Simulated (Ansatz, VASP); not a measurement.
## ZnS in VASP and in Ansatz

File INCAR:

```
SYSTEM = ZnS
ALGO = Normal
EDIFF = 1E-6
ENCUT = 520
GGA = PS
ISIF = 2
ISMEAR = -1
LASPH = .TRUE.
LCHARG = .FALSE.
LREAL = .FALSE.
LWAVE = .FALSE.
NBANDS = 16
NELM = 100
PREC = Accurate
SIGMA = 0.01
```

Contents of KPOINTS:

```
k-points
0
G
  8 8 8
  0 0 0
```

The input POSCAR:

```
ZnS
1.0
    0.0000000000      2.6494375689      2.6494375689
    2.6494375689      0.0000000000      2.6494375689
    2.6494375689      2.6494375689      0.0000000000
Zn S
1 1
Direct
    0.0000000000      0.0000000000      0.0000000000
    0.7500000000      0.7500000000      0.7500000000
```

Input for Ansatz:

```yaml
crystal:
  lattice:
    - [0.0, 2.6494375689, 2.6494375689]
    - [2.6494375689, 0.0, 2.6494375689]
    - [2.6494375689, 2.6494375689, 0.0]
  atoms:
    - { symbol: Zn, position: [0.0, 0.0, 0.0] }
    - { symbol: S, position: [0.75, 0.75, 0.75] }
kpoints:
  mp_grid: { grid: [8, 8, 8] }
  band_path:
    path:
      - [0.0, 0.0, 0.0]
      - [-0.5, -0.5, 0.0]
      - [-0.375, -0.375, 0.25]
      - [-0.375, 0.0, 0.375]
      - [0.0, 0.0, 0.0]
      - [0.0, 0.0, 0.5]
      - [-0.5, -0.25, 0.25]
      - [-0.5, -0.5, 0.0]
    npoints: 5
scf:
  occupations: { method: fermi_dirac, width: 0.01 }
hamiltonian:
  xc: pbesol
  pseudopotentials: { kind: all_electron, lapw: { basis_error: 0.00025 } }
output:
  forces: true
  stress: true
  eigenvalues: true
```

Change from the starting cell: volume scaled by 0.94.

Alike in both runs: task single point; functional PBEsol; k mesh 8 × 8 × 8; occupations fermi-dirac, width 0.01 eV; no spin polarisation.

|  | VASP | Ansatz |
| --- | --- | --- |
| version | VASP 6.6.1 | Ansatz 0.2.0 |
| potentials or method | VASP PAW PBE potentials, release 64 (Zn, S), cutoff 520 eV | all-electron LAPW, scalar-relativistic |

VASP gave:

| Item | Value |
| --- | --- |
| gap on the k mesh at the Fermi level (eV) | 2.24 |
| pressure (GPa) | 3.0 |

Question: Which values does Ansatz return?

Answer: gap on the k mesh at the Fermi level (eV): 2.23; pressure (GPa): 2.8.

VASP's potentials were made for PBE, not for PBEsol. Ansatz ran all-electron here, and VASP with PAW potentials.
